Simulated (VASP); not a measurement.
Write the native input for VASP 6.6.1 that does the following.

```
Task                   : single point
Functional             : PBE
Potentials or basis    : VASP PAW PBE potentials, release 64 (Mg, Cd, Se)
Cutoff                 : 520 eV
k mesh                 : 10 × 10 × 4
Occupations            : gaussian, width 0.02 eV
Spin                   : no spin polarisation
Dipole correction      : no
Further INCAR settings : ALGO = Normal; EDIFF = 1e-06; NBANDS = 31
```

The structure of Mg3CdSe4 lies in POSCAR:

```
Mg3CdSe4
1.0
    3.9404622000      0.0000000000      0.0000000000
    0.0000000000      3.9404622000      0.0000000000
    0.0000000000      0.0000000000     11.1693267000
Mg Cd Se
3 1 4
Direct
    0.5000000000      0.5000000000      0.2533570000
    0.0000000000      0.0000000000      0.5000000000
    0.5000000000      0.5000000000      0.7466430000
    0.0000000000      0.0000000000      0.0000000000
    0.0000000000      0.0000000000      0.2556680000
    0.5000000000      0.5000000000      0.5000000000
    0.0000000000      0.0000000000      0.7443320000
    0.5000000000      0.5000000000      0.0000000000
```

These files were run (other wordings do the same):

INCAR

```
SYSTEM = Mg3CdSe4
PREC = Accurate ; ENCUT = 520
EDIFF = 1E-6 ; ISMEAR = 0
SIGMA = 0.02 ; LREAL = .FALSE.
LASPH = .TRUE. ; NELM = 100
ALGO = Normal ; ISIF = 2
LWAVE = .FALSE. ; LCHARG = .FALSE.
GGA = PE ; NBANDS = 31
```

KPOINTS

```
Automatic mesh
0
G
  10 10 4
  0 0 0
```

Potentials or basis: VASP PAW PBE potentials, release 64 (Mg, Cd, Se).

Launch:

```console
$ cat potpaw_PBE.64/Mg/POTCAR potpaw_PBE.64/Cd/POTCAR potpaw_PBE.64/Se/POTCAR > POTCAR
$ mpirun -np 1 vasp_std > vasp.out
```

It gave:

```json
{
  "Pressure": "0.0 GPa",
  "Largest force": "0.013 eV/Å",
  "Band gap on the k mesh": "0.38 eV (least direct gap 0.96 eV)"
}
```

Caveat: semilocal functionals underestimate gaps, and a narrow one can read as zero.

It took 9.3 min on 1 thread of Intel Xeon 8259CL, with other jobs on the host, peak memory 0.47 GiB.
